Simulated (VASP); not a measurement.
Set up this calculation in VASP 6.6.1, as the native input.

```yaml
Task: single point
Functional: PBE
Potentials_or_basis: VASP PAW PBE potentials, release 64 (Si, C)
Cutoff: 600 eV
k_mesh: 3 × 3 × 2
Occupations: fermi-dirac, width 0.02 eV
Spin: no spin polarisation
Dipole_correction: no
Further_INCAR_settings: ALGO = Normal; EDIFF = 1e-06; NBANDS = 46
```

The structure of SiC lies in POSCAR:

```
SiC
1.0
    6.1519999976      0.0000000000      0.0000000000
   -3.0759999988      5.3277882820      0.0000000000
    0.0000000000      0.0000000000      5.0480000000
Si C
8 8
Direct
    0.1666666667      0.3333333333      0.0000000000
    0.3333333333      0.1666666667      0.5000000000
    0.1666666667      0.8333333333      0.0000000000
    0.3333333333      0.6666666667      0.5000000000
    0.6666666667      0.3333333333      0.0000000000
    0.8333333333      0.1666666667      0.5000000000
    0.6666666667      0.8333333333      0.0000000000
    0.8333333333      0.6666666667      0.5000000000
    0.1666666667      0.3333333333      0.3850000000
    0.3333333333      0.1666666667      0.8850000000
    0.1666666667      0.8333333333      0.3850000000
    0.3333333333      0.6666666667      0.8850000000
    0.6666666667      0.3333333333      0.3850000000
    0.8333333333      0.1666666667      0.8850000000
    0.6666666667      0.8333333333      0.3850000000
    0.8333333333      0.6666666667      0.8850000000
```

The input as run:

INCAR

```
SYSTEM = SiC
PREC     = Accurate       ! precision mode
ENCUT    = 600            ! plane-wave cutoff, eV
EDIFF    = 1E-6           ! SCF threshold, eV
ISMEAR   = -1             ! smearing method
SIGMA    = 0.02           ! smearing width, eV
LREAL    = .FALSE.        ! projectors in reciprocal space
LASPH    = .TRUE.         ! aspherical terms in the spheres
NELM     = 120            ! most SCF steps
ALGO     = Normal         ! electronic algorithm
ISIF     = 2              ! what is computed and relaxed
LWAVE    = .FALSE.        ! write WAVECAR
LCHARG   = .TRUE.         ! write CHGCAR
GGA      = PE             ! functional
LELF     = .TRUE.         ! ELF
LVHAR    = .TRUE.       
NBANDS   = 46             ! bands
GGA_COMPAT= .FALSE.
```

KPOINTS

```
regular mesh
0
G
  3 3 2
  0 0 0
```

Potentials or basis: VASP PAW PBE potentials, release 64 (Si, C).

Command:

```console
$ cat potpaw_PBE.64/Si/POTCAR potpaw_PBE.64/C/POTCAR > POTCAR
$ mpirun -np 1 vasp_std > vasp.out
```

It gave:

```yaml
Pressure: 3.6 GPa
Largest_force: 0.722 eV/Å
Band_gap_on_the_k_mesh: 2.32 eV
```

Caveat: the k points lie up to 0.62 Å⁻¹ apart.

Run time: 2.2 min on 1 thread of Intel Xeon 8259CL (shared host), peak memory 0.31 GiB.
